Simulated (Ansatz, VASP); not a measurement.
# One calculation of SnH5, two programs

```xyz
6
Lattice="-2.0886 2.0886 4.0759 2.0886 -2.0886 4.0759 2.0886 2.0886 -4.0759" Properties=species:S:1:pos:R:3 pbc="T T T"
Sn    0.0000    0.0000    4.0759
H     0.6353    0.6353    0.0000
H     1.4533    1.4533    4.0759
H     1.4533   -1.4533    4.0759
H    -1.4533    1.4533    4.0759
H     0.0000    0.0000    0.0000
```

Alike in both runs: task relaxation of cell and atoms; functional PBE; k mesh 6 × 6 × 6; occupations gaussian, width 0.1 eV; no spin polarisation.

|  | VASP | Ansatz |
| --- | --- | --- |
| version | VASP 6.6.1 | Ansatz 0.2.0 |
| potentials or method | VASP PAW PBE potentials, release 64 (Sn_d, H_h), cutoff 910 eV | scalar-relativistic, plane waves, PAW |
| valence electrons in the cell | 19 | 19 |

```tsv
	VASP	Ansatz	Ansatz less VASP
gap on the k mesh at the Fermi level, each at its own relaxed structure (eV)	none	none	-
relaxed volume (Å³/atom)	8.80	8.91	+0.100
relaxed cell length with the largest relative difference (Å)	4.106	4.122	+0.0155
```

A gap of «none» marks a metal or a gap that the smearing closes.

Noted on VASP's run: the volume moved by over 15 % at a fixed basis, so the end points are rough.
